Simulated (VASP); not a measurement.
Crystal: V.

```
CELL_PARAMETERS angstrom
2.60429 0.00000 0.00000
-1.30215 2.25538 0.00000
0.00000 0.00000 4.72334
ATOMIC_POSITIONS crystal
V 0.33333 0.66667 0.25000
V 0.66667 0.33333 0.75000
```

This isn't the form of V at room conditions, which is bcc.

Base run:

```yaml
Program: VASP 6.6.1
Functional: PBEsol
Potentials_or_basis: VASP PAW PBE potentials, release 64 (V_sv)
Cutoff: 520 eV
k_mesh: 10 × 10 × 5
Occupations: fermi-dirac, width 0.05 eV
Spin: collinear spin, ferromagnetic start
Starting_moments: "[2.5, 2.5] μB"
Fixed_moment: 5 μB
```

Its results: pressure 18.9 GPa; site moments V +2.11 μB.

Question: The run is repeated on the same cell with these changes: fixed moment from 5 μB to 1 μB; moments at the start from [2.5, 2.5] to [0.5, 0.5]. What comes out?

Answer: Pressure -5.9 GPa; site moments V +0.42 μB.

Caveats: the PAW data sets were made with another functional, which shifts forces and pressure a little; the total moment is fixed, so each spin has its own Fermi level and the state may be an excited one; the stress differs along the axes, from -4 to 30 GPa (at least some runs); the cell stands under tension (at least some runs).
